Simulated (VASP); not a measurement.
**Re: relaxation of volume and atoms at fixed shape with PBEsol**

The system is Re.

```xyz
2
Lattice="2.7608 0.0000 0.0000 -1.3804 2.3909 0.0000 0.0000 0.0000 4.4582" Properties=species:S:1:pos:R:3 pbc="T T T"
Re    0.0000    1.5939    1.1145
Re    1.3804    0.7970    3.3436
```

| Quantity | Value |
| --- | --- |
| Program | VASP 6.6.1 |
| Task | relaxation of volume and atoms at fixed shape |
| Functional | PBEsol |
| Potentials or basis | VASP PAW PBE potentials, release 64 (Re) |
| Cutoff | 600 eV |
| k mesh | 9 × 9 × 5 |
| Occupations | gaussian, width 0.1 eV |
| Spin | no spin polarisation |
| Dipole correction | no |
| Further INCAR settings | ALGO = Normal; EDIFF = 1e-07; IBRION = 2; EDIFFG = -0.01; NSW = 60; ISIF = 8 |

| Item | Value |
| --- | --- |
| Relaxed volume | 14.56 Å³/atom |
| Relaxed cell | a = 2.751 Å, b = 2.751 Å, c = 4.443 Å, α = 90.00°, β = 90.00°, γ = 120.00° |
| Space group after relaxing (to 0.1 Å) | P6_3/mmc (No. 194) |
| Energy gained by relaxing | 2.0 meV/atom |
| Ionic steps | 3 |
| Pressure after relaxing | -0.1 GPa |
| Band gap on the k mesh | zero (bands 7 and 8 overlap by 2.80 eV) |

Stress tensor (GPa, compression positive):
```
 0.68  0.00  0.00
 0.00  0.68  0.00
 0.00  0.00 -1.60
```

The path:
| step | energy change (eV) | largest force (eV/Å) | pressure (GPa) | volume (Å³) |
| --- | --- | --- | --- | --- |
| 1 | 0.0000 | 0.0000 | -4.09 | 29.43 |
| 2 | 0.0701 | 0.0000 | 19.57 | 27.86 |
| 3 | -0.0040 | 0.0000 | -0.08 | 29.13 |

Final structure:
```xyz
2
Lattice="2.7514 0.0000 0.0000 -1.3757 2.3828 0.0000 0.0000 0.0000 4.4430" Properties=species:S:1:pos:R:3 pbc="T T T"
Re    0.0000    1.5885    1.1107
Re    1.3757    0.7943    3.3322
```

Levels at points of the mesh, in eV from the Fermi level:
| k point | band 4 | band 5 | band 6 | band 7 | band 8 | band 9 | band 10 | band 11 |
| --- | --- | --- | --- | --- | --- | --- | --- | --- |
| (0.00, 0.00, 0.00) | -1.56 | -1.56 | -0.71 | -0.71 | 0.24 | 0.24 | 0.68 | 3.47 |

It took 62 s on 1 thread of Intel Xeon 8259CL, on a shared host, peak memory 0.17 GiB.

Caveat: the PAW data sets were made with another functional, which shifts forces and pressure a little; spin-orbit coupling is left out, which moves the levels of the heavy elements.
